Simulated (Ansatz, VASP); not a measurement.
One calculation of N, two programs

```
N
1.0
     9.00000    0.00000    0.00000
     0.00000    9.50000    0.00000
     0.00000    0.00000   10.00000
N
2
Direct
  0.50000 0.50000 0.44534
  0.50000 0.50000 0.55466
```

Alike in both runs: functional LDA; k mesh 1 × 1 × 1; occupations fermi-dirac, width 0.02 eV; no spin polarisation.

Ansatz relaxed the structure, and its values are those at the end. VASP's run is a single point on that final structure, the one shown.

|  | VASP | Ansatz |
| --- | --- | --- |
| version | VASP 6.6.1 | Ansatz 0.2.0 |
| potentials or method | VASP PAW LDA potentials, release 64 (N), cutoff 520 eV | plane waves, PAW |
| valence electrons in the cell | 10 | 10 |

Ansatz gave:

| Item | Value |
| --- | --- |
| rms of the force components (eV/Å) | 0.005 |

Task: Estimate VASP's values.

Result: rms of the force components (eV/Å): 0.884.

LDA's correlation is that of Perdew and Zunger in VASP and of Perdew and Wang (1992) in Ansatz. One of these differences is far larger than is usual between the two programs; its cause wasn't traced. Ansatz's warnings: stress scf threshold loose.

Noted on VASP's run: the standard files for N, O and F lose accuracy on very short bonds.
